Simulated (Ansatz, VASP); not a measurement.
## SiC: VASP beside Ansatz

File INCAR:

```
PREC = Accurate
ENCUT = 520
EDIFF = 1E-6
ISMEAR = 0
SIGMA = 0.05
LREAL = F
LASPH = T
NELM = 100
ALGO = Normal
ISIF = 2
LWAVE = F
LCHARG = F
GGA = PE
NBANDS = 26
```

Contents of KPOINTS:

```
regular mesh
0
Gamma
  10 10 3
```

Contents of POSCAR:

```
SiC
1.0
   -3.0941201809      0.0000000000      0.0000000000
   -1.5470600905     -2.6795866790      0.0000000000
   -3.8674955201     -2.2328995796     10.1293391998
Si C
4 4
Direct
    0.1716496451      0.1716496451      0.5940441877
    0.2549663117      0.2549663117      0.0940441877
    0.7132618395      0.7132618395      0.3440995566
    0.2966118395      0.2966118395      0.8440995566
    0.3283406619      0.3283406619      0.4060074460
   -0.4216426714     -0.4216426714      0.9060074460
   -0.1305346198     -0.1305346198      0.1566478097
   -0.5471846198     -0.5471846198      0.6566478097
```

Input for Ansatz:

```yaml
crystal:
  lattice:
    - [-3.0941201809, 0.0, 0.0]
    - [-1.5470600905, -2.679586679, 0.0]
    - [-3.8674955201, -2.2328995796, 10.1293391998]
  atoms:
    - { symbol: Si, position: [0.1716496451, 0.1716496451, 0.5940441877] }
    - { symbol: Si, position: [0.2549663117, 0.2549663117, 0.0940441877] }
    - { symbol: Si, position: [0.7132618395, 0.7132618395, 0.3440995566] }
    - { symbol: Si, position: [0.2966118395, 0.2966118395, 0.8440995566] }
    - { symbol: C, position: [0.3283406619, 0.3283406619, 0.406007446] }
    - { symbol: C, position: [-0.4216426714, -0.4216426714, 0.906007446] }
    - { symbol: C, position: [-0.1305346198, -0.1305346198, 0.1566478097] }
    - { symbol: C, position: [-0.5471846198, -0.5471846198, 0.6566478097] }
basis:
  ecutwfc: 420
kpoints:
  mp_grid: { grid: [10, 10, 3] }
hamiltonian:
  xc: pbe
scf:
  occupations: { method: gaussian, width: 0.05 }
output:
  forces: true
  stress: true
  eigenvalues: true
```

Alike in both runs: task single point; functional PBE; k mesh 10 × 10 × 3; occupations gaussian, width 0.05 eV; no spin polarisation.

```csv
,VASP,Ansatz
version,VASP 6.6.1,Ansatz 0.2.0
potentials or method,"VASP PAW PBE potentials, release 64 (Si, C), cutoff 520 eV","scalar-relativistic, plane waves, PAW"
valence electrons in the cell,32,32
```

```csv
,VASP,Ansatz,Ansatz less VASP
gap on the k mesh at the Fermi level (eV),0.74,0.74,+0.003
least direct gap on the mesh (eV),1.85,1.85,+0.004
pressure (GPa),-1.2,-1.2,+0.04
"traceless stress, the component that is largest in VASP (GPa)",-7.33,-7.31,+0.020
rms of the force components (eV/Å),0.528,0.527,-0.0003
```

Atom by atom the forces differ by 0.003 eV/Å (rms over components).
